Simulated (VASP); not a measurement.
A run of VASP 6.6.1:

The input INCAR:

```
SYSTEM = HfO2
ALGO = Normal
EDIFF = 1E-8
ENCUT = 520
IBRION = 8
ISIF = 2
ISMEAR = 0
LASPH = .True.
LCHARG = .True.
LEPSILON = .True.
LREAL = .False.
LWAVE = .False.
NELM = 80
NSW = 1
PREC = Accurate
SIGMA = 0.01
```

Contents of KPOINTS:

```
k-points
0
Gamma
  8 8 8
  0 0 0
```

The input POSCAR:

```
HfO2
1.0
    0.0000000000      2.4681053284      2.4681053284
    2.4681053284      0.0000000000      2.4681053284
    2.4681053284      2.4681053284      0.0000000000
Hf O
1 2
Direct
    0.0000000000      0.0000000000      0.0000000000
    0.2500000000      0.2500000000      0.2500000000
    0.7500000000      0.7500000000      0.7500000000
```

Potentials or basis: VASP PAW LDA potentials, release 64 (Hf_pv, O).

Command:

```console
$ cat potpaw_LDA.64/Hf_pv/POTCAR potpaw_LDA.64/O/POTCAR > POTCAR
$ mpirun -np 1 vasp_std > vasp.out
```

Hardware: 1 thread of Intel(R) Xeon(R) Platinum 8259CL CPU @ 2.50GHz (Skylake/Cascade Lake), with other jobs on the host.

Problem. How long does it take, and how much memory?

Solution. Run time: 4.4 min on 1 thread of Intel(R) Xeon(R) Platinum 8259CL CPU @ 2.50GHz (Skylake/Cascade Lake), on a shared host, peak memory 0.28 GiB. Counts: scf iterations 147, k points 29.
